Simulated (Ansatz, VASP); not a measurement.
**MoS2 in VASP and in Ansatz**

```
Mo S
1.0
     1.58000    0.91221    6.15000
    -1.58000    0.91221    6.15000
     0.00000   -1.82443    6.15000
Mo S
1 2
Cartesian
  0.0000 0.0000 0.0016
  0.0000 0.0000 4.5878
  0.0000 0.0000 7.7167
```

Alike in both runs: functional PBE; dispersion D3(BJ); k mesh 12 × 12 × 12; occupations gaussian, width 0.02 eV; no spin polarisation.

Ansatz relaxed the structure, and its values are those at the end. VASP's run is a single point on that final structure, the one shown.

```csv
,VASP,Ansatz
version,VASP 6.6.1,Ansatz 0.2.0
potentials or method,"VASP PAW PBE potentials, release 64 (Mo_sv, S), cutoff 500 eV","scalar-relativistic, plane waves, PAW"
valence electrons in the cell,26,26
```

Ansatz gave:

- gap on the k mesh at the Fermi level (eV): 0.92
- least direct gap on the mesh (eV): 1.75
- pressure (GPa): -1.0
- rms of the force components (eV/Å): 0.002

Question: What did VASP give for the same quantities?

Answer: gap on the k mesh at the Fermi level (eV): 0.93; least direct gap on the mesh (eV): 1.75; pressure (GPa): -1.1; rms of the force components (eV/Å): 0.006.

Ansatz's warnings: stress scf threshold loose.
